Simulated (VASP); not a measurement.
# MgZn3O4 (P-4m2) in VASP: single point with r2SCAN

Aim: the single point of MgZn3O4 with r2SCAN.

All numbers are computed with VASP 6.6.1; they aren't measurements. Logs are shortened: lines on timing, memory, paths and dates and some standing lists are left out, and cuts for length are marked.

### Step 1. The cell of the first run

It takes space group P-4m2 (No. 115, tetragonal). Conventional cell: a = 3.274 Å, b = 3.274 Å, c = 9.166 Å, α = 90.00°, β = 90.00°, γ = 90.00°. Mg (site symmetry -4m2) has 4 O at 1.99 Å within 2.6 Å. Zn (site symmetry 2mm) has 4 O at 2.00 Å within 2.7 Å. Within 2.7 Å of Zn (site symmetry -4m2) lie 4 O at 2.00 Å. Within 2.6 Å of O (site symmetry 2mm) lie 2 Mg at 1.99 Å and 2 Zn at 2.00 Å. Within 2.7 Å of O (site symmetry 2mm) lie 4 Zn at 2.00 Å.

### Step 2. Single point, r2SCAN

The input, POSCAR:

```
MgZn3O4
1.0
    3.2737187011      0.0000000000      0.0000000000
    0.0000000000      3.2737187011      0.0000000000
    0.0000000000      0.0000000000      9.1662475008
Mg Zn O
1 3 4
Direct
    0.5000000000      0.5000000000      0.0000000000
    0.0000000000      0.0000000000      0.7511276584
    0.0000000000      0.0000000000      0.2488723416
    0.5000000000      0.5000000000      0.5000000000
    0.5000000000      0.0000000000      0.8774187315
    0.0000000000      0.5000000000      0.1225812685
    0.5000000000      0.0000000000      0.3745703916
    0.0000000000      0.5000000000      0.6254296084
```

The input, INCAR.step1:

```
SYSTEM = MgZn3O4
ALGO = Normal ; EDIFF = 1E-4
ENCUT = 520 ; GGA = PE
ISMEAR = 0 ; LASPH = .True.
LCHARG = .False. ; LREAL = .False.
LWAVE = .True. ; NBANDS = 41
NELM = 60 ; PREC = Accurate
SIGMA = 0.02
```

The input, INCAR.step2:

```
SYSTEM = MgZn3O4
ALGO = Normal ; EDIFF = 1E-7
ENCUT = 520 ; ISIF = 2
ISMEAR = 0 ; ISTART = 1
LASPH = .True. ; LCHARG = .False.
LMIXTAU = .True. ; LREAL = .False.
LWAVE = .False. ; METAGGA = R2SCAN
NBANDS = 41 ; NELM = 60
PREC = Accurate ; SIGMA = 0.02
```

The input, KPOINTS:

```
k-points
0
Gamma
  8 8 4
  0 0 0
```

Potentials or basis: VASP PAW PBE potentials, release 64 (Mg, Zn, O).

The run is started by

```console
$ cat potpaw_PBE.64/Mg/POTCAR potpaw_PBE.64/Zn/POTCAR potpaw_PBE.64/O/POTCAR > POTCAR
$ cp INCAR.step1 INCAR
$ mpirun -np 1 vasp_std > vasp.out
$ cp INCAR.step2 INCAR
$ mpirun -np 1 vasp_std > vasp.out
```

OUTCAR:

```text
SYSTEM = MgZn3O4
   EDIFF = 1E-7
   ENCUT = 520
   ISIF = 2
   ISMEAR = 0
   ISTART = 1
   LASPH = .True.
   LREAL = .False.
   METAGGA = R2SCAN
   NELM = 60
   PREC = Accurate

 ion  position               nearest neighbor table
   1  0.500  0.500  0.000-   5 1.99   6 1.99   5 1.99   6 1.99   2 3.25   3 3.25   2 3.25   2 3.25
                             3 3.25   3 3.25   2 3.25   3 3.25
   2  0.000  0.000  0.751-   8 2.00   8 2.00   5 2.00   5 2.00   1 3.25   1 3.25   1 3.25   1 3.25

   3  0.000  0.000  0.249-   7 2.00   7 2.00   6 2.00   6 2.00   1 3.25   1 3.25   1 3.25   1 3.25

   4  0.500  0.500  0.500-   7 2.00   8 2.00   7 2.00   8 2.00
   5  0.500  0.000  0.877-   1 1.99   1 1.99   2 2.00   2 2.00
   6  0.000  0.500  0.123-   1 1.99   1 1.99   3 2.00   3 2.00
   7  0.500  0.000  0.375-   4 2.00   4 2.00   3 2.00   3 2.00
   8  0.000  0.500  0.625-   4 2.00   4 2.00   2 2.00   2 2.00

  LATTYP: Found a simple tetragonal cell.
 ALAT       =     3.2737187011
 C/A-ratio  =     2.7999496407

  Lattice vectors:

 A1 = (   3.2737187011,   0.0000000000,   0.0000000000)
 A2 = (   0.0000000000,   3.2737187011,   0.0000000000)
 A3 = (   0.0000000000,   0.0000000000,   9.1662475008)

Analysis of symmetry for initial positions (statically):
=====================================================================
 Subroutine PRICEL returns:
 Original cell was already a primitive cell.

 Routine SETGRP: Setting up the symmetry group for a
 simple tetragonal supercell.

 Subroutine GETGRP returns: Found  8 space group operations
 (whereof  8 operations were pure point group operations)
 out of a pool of 16 trial point group operations.

The static configuration has the point symmetry D_2d.

Analysis of symmetry for dynamics (positions and initial velocities):
=====================================================================
 Subroutine PRICEL returns:
 Original cell was already a primitive cell.

 Routine SETGRP: Setting up the symmetry group for a
 simple tetragonal supercell.

 Subroutine GETGRP returns: Found  8 space group operations
 (whereof  8 operations were pure point group operations)
 out of a pool of 16 trial point group operations.

The dynamic configuration has the point symmetry D_2d.

 Subroutine INISYM returns: Found  8 space group operations
 (whereof  8 operations are pure point group operations),
 and found     1 'primitive' translations

----------------------------------------------------------------------------------------

                                     Primitive cell

  volume of cell :      98.2368

  direct lattice vectors                    reciprocal lattice vectors
     3.273718701  0.000000000  0.000000000     0.305463020  0.000000000  0.000000000
     0.000000000  3.273718701  0.000000000     0.000000000  0.305463020  0.000000000
     0.000000000  0.000000000  9.166247501     0.000000000  0.000000000  0.109095898

  length of vectors
     3.273718701  3.273718701  9.166247501     0.305463020  0.305463020  0.109095898

  position of ions in fractional coordinates (direct lattice)
     0.500000000  0.500000000  0.000000000
     0.000000000  0.000000000  0.751127658
     0.000000000  0.000000000  0.248872342
     0.500000000  0.500000000  0.500000000
     0.500000000  0.000000000  0.877418732
     0.000000000  0.500000000  0.122581268
     0.500000000  0.000000000  0.374570392
     0.000000000  0.500000000  0.625429608

  ion indices of the primitive-cell ions
   primitive index   ion index
                 1           1
                 2           2
                 3           3
                 4           4
                 5           5
                 6           6
                 7           7
                 8           8

----------------------------------------------------------------------------------------

 KPOINTS: k-points

Automatic generation of k-mesh.
 Grid dimensions read from file:
 generate k-points for:    8    8    4

 Generating k-lattice:

  Cartesian coordinates                     Fractional coordinates (reciprocal lattice)
     0.038182877  0.000000000  0.000000000     0.125000000  0.000000000  0.000000000
     0.000000000  0.038182877  0.000000000     0.000000000  0.125000000  0.000000000
     0.000000000  0.000000000  0.027273974     0.000000000  0.000000000  0.250000000

  Length of vectors
     0.038182877  0.038182877  0.027273974

  Shift w.r.t. Gamma in fractional coordinates (k-lattice)
     0.000000000  0.000000000  0.000000000

 Subroutine IBZKPT returns following result:
 ===========================================

 Found     45 irreducible k-points:

 Following reciprocal coordinates:
            Coordinates               Weight
  0.000000  0.000000  0.000000      1.000000
  0.125000  0.000000  0.000000      4.000000
  0.250000  0.000000  0.000000      4.000000
  0.375000  0.000000  0.000000      4.000000
  0.500000  0.000000  0.000000      2.000000
  0.125000  0.125000  0.000000      4.000000
[... 16 lines left out ...]
  0.375000  0.125000  0.250000     16.000000
  0.500000  0.125000  0.250000      8.000000
 [... further k-points ...]
   k-points           NKPTS =     45   k-points in BZ     NKDIM =     45   number of bands    NBANDS=     41
   number of dos      NEDOS =    301   number of ions     NIONS =      8
   total plane-waves  NPLWV =  40320
   dimension x,y,z NGX =    24 NGY =   24 NGZ =   70
   dimension x,y,z NGXF=    48 NGYF=   48 NGZF=  140
   ions per type =               1   3   4
   NGX,Y,Z   is equivalent  to a cutoff of  12.19, 12.19, 12.70 a.u.
   NGXF,Y,Z  is equivalent  to a cutoff of  24.38, 24.38, 25.39 a.u.
 SYSTEM =  MgZn3O4
   PREC   = accura    normal or accurate (medium, high low for compatibility)
   ISTART =      1    job   : 0-new  1-cont  2-samecut
   ICHARG =      0    charge: 1-file 2-atom 10-const
   ISPIN  =      1    spin polarized calculation?
   LNONCOLLINEAR =      F non collinear calculations
   LSORBIT =      F    spin-orbit coupling
   LASPH  =      T    aspherical Exc in radial PAW
   ENCUT  =  520.0 eV  38.22 Ry    6.18 a.u.   6.09  6.09 17.04*2*pi/ulx,y,z
   NELM   =     60;   NELMIN=  2; NELMDL=  0     # of ELM steps
   EDIFF  = 0.1E-06   stopping-criterion for ELM
   LREAL  =      F    real-space projection
   EDIFFG = 0.1E-05   stopping-criterion for IOM
   NSW    =      0    number of steps for IOM
   IBRION =     -1    ionic relax: 0-MD 1-quasi-New 2-CG
   NFREE  =      0    steps in history (QN), initial steepest desc. (CG)
   ISIF   =      2    stress and relaxation
   ISYM   =      2    0-nonsym 1-usesym 2-fastsym
   POTIM  = 0.5000    time-step for ionic-motion
   TEBEG  =    0.0;   TEEND  =   0.0 temperature during run
   PSTRESS=    0.0 pullay stress
   NELECT =      62.0000    total number of electrons
   NUPDOWN=      -1.0000    fix difference up-down
   EMIN   =  10.00;   EMAX   =-10.00  energy-range for DOS
   EFERMI =   0.00;   METHOD = LEGACY
   ISMEAR =     0;   SIGMA  =   0.02  broadening in eV -4-tet -1-fermi 0-gaus
   EFERMI_NEDOS =   21; number of points for ismear=-14 and -15
   IALGO  =     38    algorithm
   IMIX   =      4    mixing-type and parameters
     AMIX     =   0.40;   BMIX     =  1.00
     AMIX_MAG =   1.60;   BMIX_MAG =  1.00
  volume/ion in A,a.u.               =      12.28        82.87
  Fermi-wavevector in a.u.,A,eV,Ry     =   1.404259  2.653665 26.829928  1.971944
  Thomas-Fermi vector in A             =   2.526839
   LORBIT       =      0    0 simple, 1 ext, 2 COOP (PROOUT), +10 PAW based schemes
   METAGGA = R2SCAN    functional components
   LHFCALC =     F    Hartree Fock is set to
   AEXX    =    0.0000 exact exchange contribution
   IVDW    =     0    specifies the selected vdW correction
   LEPSILON=     F    determine dielectric tensor
   LRPA    =     F    only Hartree local field effects (RPA)
 non-spin polarized calculation
 Gauss-broadening in eV      SIGMA  =   0.02
  energy-cutoff  :      520.00
  volume of cell :       98.24
 maximum number of plane-waves:      2674
   NGX = 13   NGY = 13   NGZ = 35

 number of electron      61.9999964 magnetization

 Free energy of the ion-electron system (eV)
  ---------------------------------------------------
  ext. energy  EPLUGINS =         0.00000000
  ---------------------------------------------------
  free energy    TOTEN  =       -70.27282134 eV

  energy without entropy =      -70.27282134  energy(sigma->0) =      -70.27282134

 E-fermi :   0.7872     XC(G=0): -11.1215

 val. band max:        0.6142024795   @ k =   0.0000   0.0000   0.0000
 cond. band min:       2.2380110798   @ k =   0.0000   0.0000   0.0000
 fundamental gap:      1.6238086003
 Fermi energy:         0.7871571560

 k-point     1 :       0.0000    0.0000    0.0000
  band No.  band energies     occupation
      1     -17.8759      2.00000
      2     -17.4817      2.00000
      3     -17.3724      2.00000
      4     -16.9712      2.00000
      5      -5.2333      2.00000
      6      -5.0570      2.00000
[... 33 lines left out ...]
     40      14.2951      0.00000
     41      14.2964      0.00000

 k-point     2 :       0.1250    0.0000    0.0000
  band No.  band energies     occupation
      1     -17.8213      2.00000
      2     -17.4538      2.00000
      3     -17.3397      2.00000
      4     -16.9689      2.00000
      5      -5.1533      2.00000
      6      -5.0075      2.00000
[... 33 lines left out ...]
     40      13.5120      0.00000
     41      13.9663      0.00000

 k-point     3 :       0.2500    0.0000    0.0000
  band No.  band energies     occupation
      1     -17.6772      2.00000
      2     -17.3889      2.00000
      3     -17.2558      2.00000
      4     -16.9726      2.00000
      5      -4.9858      2.00000
      6      -4.8916      2.00000
[... 875 lines left out ...]
      2     -17.3221      2.00000
      3     -17.1211      2.00000
      4     -16.9858      2.00000
      5      -4.9537      2.00000
      6      -4.7286      2.00000
[... 33 lines left out ...]
     40      12.1798      0.00000
     41      13.0103      0.00000

 k-point    24 :       0.5000    0.1250    0.2500
  band No.  band energies     occupation
      1     -17.3414      2.00000
      2     -17.3413      2.00000
      3     -17.0522      2.00000
      4     -17.0314      2.00000
      5      -4.8186      2.00000
      6      -4.7691      2.00000
[... 33 lines left out ...]
     40      12.2484      0.00000
     41      12.6904      0.00000

 [... further k-points ...]

------------------------ aborting loop because EDIFF is reached ----------------------------------------

  FORCE on cell =-STRESS in cart. coord.  units (eV):
  Direction    XX          YY          ZZ          XY          YZ          ZX
  --------------------------------------------------------------------------------------
  -------------------------------------------------------------------------------------
  Total       -2.9515167     -2.9515167     -2.9744391      0.0000000      0.0000000      0.0000000
  in kB      -48.1372778    -48.1372778    -48.5111269      0.0000000      0.0000000      0.0000000
  external PRESSURE =     -48.2618941 kB  Pullay stress =       0.0000000 kB

 VOLUME and BASIS-vectors are now :
 -----------------------------------------------------------------------------
  energy-cutoff  :      520.00
  volume of cell :       98.24
      direct lattice vectors                 reciprocal lattice vectors
     3.273718701  0.000000000  0.000000000     0.305463020  0.000000000  0.000000000
     0.000000000  3.273718701  0.000000000     0.000000000  0.305463020  0.000000000
     0.000000000  0.000000000  9.166247501     0.000000000  0.000000000  0.109095898

 POSITION                                       TOTAL-FORCE (eV/Angst)
 -----------------------------------------------------------------------------------
      1.63686      1.63686      0.00000         0.000000     -0.000000      0.000000
      0.00000      0.00000      6.88502        -0.000000      0.000000     -0.050396
      0.00000      0.00000      2.28123         0.000000      0.000000      0.050396
      1.63686      1.63686      4.58312        -0.000000      0.000000      0.000000
      1.63686      0.00000      8.04264        -0.000000      0.000000     -0.017362
      0.00000      1.63686      1.12361        -0.000000      0.000000      0.017362
      1.63686      0.00000      3.43340        -0.000000      0.000000     -0.001984
      0.00000      1.63686      5.73284        -0.000000      0.000000      0.001984
 -----------------------------------------------------------------------------------
    total drift:                                0.000000      0.000000     -0.000000

  FREE ENERGIE OF THE ION-ELECTRON SYSTEM (eV)
  ---------------------------------------------------
  free  energy   TOTEN  =       -70.2728213368 eV

  energy  without entropy=      -70.2728213368  energy(sigma->0) =      -70.27282134
```

It took 5.7 min on 1 thread of AMD EPYC 9R45 (Zen 5), shared host; peak memory 0.27 GiB.

What came out:

```yaml
Free_energy: -70.2728 eV
Pressure: -4.8 GPa
Largest_force: 0.050 eV/Å
Band_gap_on_the_k_mesh: 1.62 eV
```

Forces on the atoms (eV/Å):
```
Mg   0.000  0.000  0.000
Zn   0.000  0.000 -0.050
Zn   0.000  0.000  0.050
Zn   0.000  0.000  0.000
O    0.000  0.000 -0.017
O    0.000  0.000  0.017
O    0.000  0.000 -0.002
O    0.000  0.000  0.002
```

Levels at points of the mesh, in eV from the valence-band top:
| k point | band 27 | band 28 | band 29 | band 30 | band 31 | band 32 | band 33 | band 34 | band 35 | band 36 |
| --- | --- | --- | --- | --- | --- | --- | --- | --- | --- | --- |
| (0.00, 0.00, 0.00) | -0.72 | -0.72 | -0.06 | 0.00 | 0.00 | 1.62 | 4.57 | 4.87 | 5.88 | 10.09 |
| (0.50, 0.00, 0.00) | -0.79 | -0.71 | -0.62 | -0.60 | -0.59 | 6.16 | 6.27 | 6.50 | 7.61 | 8.62 |
| (0.50, 0.50, 0.00) | -2.01 | -1.96 | -1.96 | -1.91 | -1.89 | 5.84 | 5.84 | 7.72 | 7.72 | 9.48 |
| (0.00, 0.00, 0.50) | -0.56 | -0.56 | -0.56 | -0.06 | -0.06 | 2.62 | 3.13 | 5.76 | 5.80 | 9.88 |
| (0.50, 0.00, 0.50) | -0.99 | -0.98 | -0.71 | -0.60 | -0.59 | 6.28 | 6.30 | 6.43 | 7.56 | 8.90 |
| (0.50, 0.50, 0.50) | -2.15 | -2.15 | -1.98 | -1.90 | -1.87 | 6.50 | 6.50 | 6.81 | 6.81 | 9.49 |

Caveat: the cell stands under tension; the PAW data sets were made with another functional, which shifts forces and pressure a little.
